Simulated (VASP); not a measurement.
Input of a VASP 6.6.1 run:

POSCAR

```
Ru
1.0
    2.7057993342      0.0000000000      0.0000000000
   -1.3528996671      2.3432909610      0.0000000000
    0.0000000000      0.0000000000     23.5638000000
Ru
5
Direct
    0.3333333333      0.6666666666      0.3182848267
    0.6666666667      0.3333333334      0.4091424134
    0.3333333333      0.6666666666      0.5000000000
    0.6666666667      0.3333333334      0.5908575866
    0.3333333333      0.6666666666      0.6817151733
```

File INCAR.step1:

```
SYSTEM = Ru
ALGO = Normal
DIPOL = 0.5 0.5 0.500
EDIFF = 1E-5
EFERMI = MIDGAP
ENCUT = 400
GGA = PE
GGA_COMPAT = .False.
IDIPOL = 3
ISIF = 0
ISMEAR = 0
LASPH = .True.
LCHARG = .True.
LDIPOL = .True.
LREAL = .False.
LWAVE = .True.
NELM = 100
NELMDL = -8
PREC = Accurate
SIGMA = 0.03
```

File INCAR.step2:

```
SYSTEM = Ru
ALGO = All
DIPOL = 0.5 0.5 0.500
EDIFF = 1E-6
EFERMI = MIDGAP
ENCUT = 400
GGA = AM
GGA_COMPAT = .False.
IDIPOL = 3
ISEARCH = 1
ISIF = 0
ISMEAR = 0
ISTART = 1
LASPH = .True.
LCHARG = .False.
LDIPOL = .True.
LREAL = .False.
LWAVE = .False.
NELM = 100
NELMDL = -8
PREC = Accurate
SIGMA = 0.03
```

Contents of KPOINTS:

```
k-points
0
Gamma
  7 7 1
```

Potentials or basis: VASP PAW PBE potentials, release 64 (Ru_pv).

Run with:

```console
$ cat potpaw_PBE.64/Ru_pv/POTCAR > POTCAR
$ cp INCAR.step1 INCAR
$ mpirun -np 1 vasp_std > vasp.out
$ cp INCAR.step2 INCAR
$ mpirun -np 1 vasp_std > vasp.out
```

Q: Predict the band gap on the k mesh.

A: Zero (bands 35 and 36 overlap by 2.31 eV).

Q: What does it give for the largest force?

A: 1.210 eV/Å.

Forces in eV/Å, atoms in the order of the input:
```
Ru   0.000  0.000  1.210
Ru   0.000  0.000 -0.833
Ru   0.000  0.000  0.000
Ru   0.000  0.000  0.833
Ru   0.000  0.000 -1.210
```

Caveat: the k points lie up to 0.38 Å⁻¹ apart, too coarse for converged energies and pressures of a metal; the PAW data sets were made with another functional, which shifts forces and pressure a little.
